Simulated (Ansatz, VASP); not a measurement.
**MgZr2N: VASP beside Ansatz**

```xyz
4
Lattice="4.5875 0.0000 0.0000 -2.2938 3.9729 0.0000 0.0000 0.0000 3.9011" Properties=species:S:1:pos:R:3 pbc="T T T"
Mg    0.0000    0.0000    1.4623
Zr    0.0000    2.6486   -0.4885
Zr    2.2938    1.3243   -0.4885
N     0.0000    0.0000    3.4129
```

Alike in both runs: functional PBE; k mesh 6 × 6 × 4; occupations gaussian, width 0.1 eV; no spin polarisation.

Ansatz relaxed the structure, and its values are those at the end. VASP's run is a single point on that final structure, the one shown.

|  | VASP | Ansatz |
| --- | --- | --- |
| version | VASP 6.6.1 | Ansatz 0.2.0 |
| potentials or method | VASP PAW PBE potentials, release 64 (Mg, Zr_sv, N), cutoff 520 eV | scalar-relativistic, plane waves, PAW |
| valence electrons in the cell | 31 | 39 |

```csv
,VASP,Ansatz,Ansatz less VASP
gap on the k mesh at the Fermi level (eV),none,none,-
pressure (GPa),0.0,0.0,-0.02
```

A gap of «none» marks a metal or a gap that the smearing closes. VASP's potentials hold 31 valence electrons a cell and Ansatz's 39, so a difference there can come from the potentials and not from the codes.

The k mesh is coarse, so the values compare programs but aren't converged.
